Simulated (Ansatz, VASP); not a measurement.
# Two plane-wave programs on Au

Contents of POSCAR:

```
Au
1.0
    1.4113099650     -2.5559330250      0.0000000000
    1.4113099650      2.5559330250      0.0000000000
    0.0000000000      0.0000000000      4.5017160412
Au
2
Direct
    0.6653279700      0.3346720300      0.2500000000
    0.3346720300      0.6653279700      0.7500000000
```

File INCAR.step1:

```
SYSTEM = Au
PREC = Accurate ; ENCUT = 520
ISMEAR = 0 ; SIGMA = 0.15
LREAL = .FALSE. ; LASPH = .TRUE.
NELM = 60 ; NBANDS = 18
GGA = PE ; ALGO = Normal
EDIFF = 1E-4 ; LWAVE = .TRUE.
LCHARG = .FALSE.
```

Contents of INCAR.step2:

```
SYSTEM = Au
PREC = Accurate ; ENCUT = 520
EDIFF = 1E-6 ; ISMEAR = 0
SIGMA = 0.15 ; LREAL = .FALSE.
LASPH = .TRUE. ; NELM = 60
ALGO = Normal ; ISIF = 2
LWAVE = .FALSE. ; LCHARG = .FALSE.
METAGGA = R2SCAN ; LMIXTAU = .TRUE.
NBANDS = 18 ; ISTART = 1
```

The input KPOINTS:

```
regular mesh
0
G
  20 20 10
  0 0 0
```

Input for Ansatz:

```yaml
crystal:
  lattice:
    - [1.411309965, -2.555933025, 0.0]
    - [1.411309965, 2.555933025, 0.0]
    - [0.0, 0.0, 4.5017160412]
  atoms:
    - { symbol: Au, position: [0.66532797, 0.33467203, 0.25] }
    - { symbol: Au, position: [0.33467203, 0.66532797, 0.75] }
basis:
  ecutwfc: 500
kpoints:
  mp_grid: { grid: [20, 20, 10] }
hamiltonian:
  xc: r2scan
scf:
  occupations: { method: gaussian, width: 0.15 }
output:
  forces: true
  stress: true
  eigenvalues: true
```

Change from the starting cell: strain +0.000 along x and y, -0.080 along z, atoms carried along.

Alike in both runs: task single point; functional r2SCAN; k mesh 20 × 20 × 10; occupations gaussian, width 0.15 eV; no spin polarisation.

|  | VASP | Ansatz |
| --- | --- | --- |
| version | VASP 6.6.1 | Ansatz 0.2.0 |
| potentials or method | VASP PAW PBE potentials, release 64 (Au), cutoff 520 eV | scalar-relativistic, plane waves, PAW |
| valence electrons in the cell | 22 | 38 |

|  | VASP | Ansatz | Ansatz less VASP |
| --- | --- | --- | --- |
| gap on the k mesh at the Fermi level (eV) | none | none | - |
| pressure (GPa) | 16.5 | 16.0 | -0.50 |
| traceless stress, the component that is largest in VASP (GPa) | 5.64 | 5.55 | -0.087 |
| rms of the force components (eV/Å) | 0.052 | 0.051 | -0.0008 |

VASP's potentials were made for PBE, not for r2SCAN. Atom by atom the forces differ by 0.001 eV/Å (rms over components). A gap of «none» marks a metal or a gap that the smearing closes. The functional is the same, so the differences come from potentials, cutoffs and numerics. VASP's potentials hold 22 valence electrons a cell and Ansatz's 38, so a difference there can come from the potentials and not from the codes.

Spin-orbit coupling is off throughout.
